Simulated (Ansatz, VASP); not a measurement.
Re in VASP and in Ansatz

```
Re
1.0
     2.76534    0.00000    0.00000
    -1.38267    2.39485    0.00000
     0.00000    0.00000    4.47358
Re
2
Direct
  0.33333 0.66667 0.25000
  0.66667 0.33333 0.75000
```

Alike in both runs: task single point; functional PBE; k mesh 6 × 6 × 4; occupations gaussian, width 0.1 eV; no spin polarisation.

|  | VASP | Ansatz |
| --- | --- | --- |
| version | VASP 6.6.1 | Ansatz 0.2.0 |
| potentials or method | VASP PAW PBE potentials, release 64 (Re), cutoff 600 eV | scalar-relativistic, plane waves, PAW |
| valence electrons in the cell | 14 | 30 |

Ansatz gave:

| Property | Result |
| --- | --- |
| gap on the k mesh at the Fermi level (eV) | none |
| pressure (GPa) | 3.9 |
| traceless stress, the component that is largest in VASP (GPa) | 0.39 |

Q: What did VASP give for the same quantities?

A: gap on the k mesh at the Fermi level (eV): none; pressure (GPa): 3.5; traceless stress, the component that is largest in VASP (GPa): 0.29.

A gap of «none» marks a metal or a gap that the smearing closes. VASP's potentials hold 14 valence electrons a cell and Ansatz's 30, so a difference there can come from the potentials and not from the codes.

The k mesh is coarse, so the values compare programs but aren't converged. Spin-orbit coupling is off throughout.
